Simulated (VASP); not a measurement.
## Cd2Ga: single point with r2SCAN

Cd2Ga:

```
Cd Ga
1.0
     0.00000    3.17341    3.17341
     3.17341    0.00000    3.17341
     3.17341    3.17341    0.00000
Cd Ga
2 1
Direct
  0.25000 0.25000 0.25000
  0.75000 0.75000 0.75000
  0.00000 0.00000 0.00000
```

```json
{
 "Program": "VASP 6.6.1",
 "Task": "single point",
 "Functional": "r2SCAN",
 "Potentials or basis": "VASP PAW PBE potentials, release 64 (Cd, Ga_d)",
 "Cutoff": "520 eV",
 "k mesh": "6 × 6 × 6",
 "Occupations": "gaussian, width 0.1 eV",
 "Spin": "no spin polarisation",
 "Dipole correction": "no",
 "Further INCAR settings": "ALGO = Normal; EDIFF = 1e-07; NBANDS = 26"
}
```

```json
{
 "Pressure": "3.3 GPa",
 "Band gap on the k mesh": "zero (an odd number of electrons rules out a gap without spin polarisation)"
}
```

Levels at points of the mesh, in eV from the Fermi level:
```tsv
k point	band 17	band 18	band 19	band 20	band 21	band 22
(0.00, 0.00, 0.00)	2.69	2.76	2.76	2.76	2.95	2.95
(0.50, 0.00, 0.00)	-5.62	0.98	0.98	1.48	3.93	3.93
(0.50, 0.50, 0.00)	-4.74	-1.69	-1.69	0.11	2.14	10.68
```

Wall time 4.3 min on 1 thread of AMD EPYC 7R13, with other jobs on the host, peak memory 0.19 GiB.

Caveat: the cell stands under pressure; the PAW data sets were made with another functional, which shifts forces and pressure a little.
